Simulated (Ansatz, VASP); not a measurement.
Pd in VASP and in Ansatz

The input INCAR:

```
SYSTEM = Pd
PREC = Accurate
ENCUT = 520
EDIFF = 1E-7
ISMEAR = -1
SIGMA = 0.05
LREAL = .False.
LASPH = .True.
NELM = 100
ALGO = Fast
ISIF = 2
LWAVE = .False.
LCHARG = .False.
GGA = CA
NBANDS = 17
```

The input KPOINTS:

```
Automatic mesh
0
Gamma
  11 11 6
  0 0 0
```

POSCAR

```
Pd
1.0
    2.7836650458      0.0000000000      0.0000000000
   -1.3918325229      2.4107246453      0.0000000000
    0.0000000000      0.0000000000      4.6288930000
Pd
2
Direct
    0.3333333333      0.6666666667      0.2500000000
    0.6666666667      0.3333333333      0.7500000000
```

The input input.yaml:

```yaml
crystal:
  lattice:
    - [2.7836650458, 0.0, 0.0]
    - [-1.3918325229, 2.4107246453, 0.0]
    - [0.0, 0.0, 4.628893]
  atoms:
    - { symbol: Pd, position: [0.3333333333, 0.6666666667, 0.25] }
    - { symbol: Pd, position: [0.6666666667, 0.3333333333, 0.75] }
hamiltonian:
  xc: lda
  pseudopotentials: { kind: paw }
kpoints:
  mp_grid: { grid: [11, 11, 6] }
  band_path:
    path:
      - [[0.0, 0.0, 0.0], [0.5, 0.0, 0.0], [0.3333333333, 0.3333333333, 0.0], [0.0, 0.0, 0.0], [0.0, 0.0, 0.5], [0.5, 0.0, 0.5], [0.3333333333, 0.3333333333, 0.5], [0.0, 0.0, 0.5]]
      - [[0.5, 0.0, 0.5], [0.5, 0.0, 0.0]]
      - [[0.3333333333, 0.3333333333, 0.0], [0.3333333333, 0.3333333333, 0.5]]
    npoints: 14
scf:
  occupations: { method: fermi_dirac, width: 0.05 }
  n_extra_bands: 6
output:
  forces: true
  stress: true
  eigenvalues: true
  fatbands: true
```

Alike in both runs: functional LDA; k mesh 11 × 11 × 6; occupations fermi-dirac, width 0.05 eV; no spin polarisation.

|  | VASP | Ansatz |
| --- | --- | --- |
| version | VASP 6.6.1 | Ansatz 0.2.0 |
| potentials or method | VASP PAW LDA potentials, release 64 (Pd) | Ansatz PAW |
| plane-wave cutoff (eV) | 520 | 420 |
| valence electrons in the cell | 20 | 36 |
| task | single point | band structure |

```tsv
	VASP	Ansatz	Ansatz less VASP
gap on the k mesh at the Fermi level (eV)	none	none	-
pressure (GPa)	-15.4	-15.6	-0.29
traceless stress, the component that is largest in VASP (GPa)	0.39	0.48	+0.083
```

LDA's correlation is that of Perdew and Zunger in VASP and of Perdew and Wang (1992) in Ansatz. A gap of «none» marks a metal or a gap that the smearing closes. VASP's potentials hold 20 valence electrons a cell and Ansatz's 36, so a difference there can come from the potentials and not from the codes.
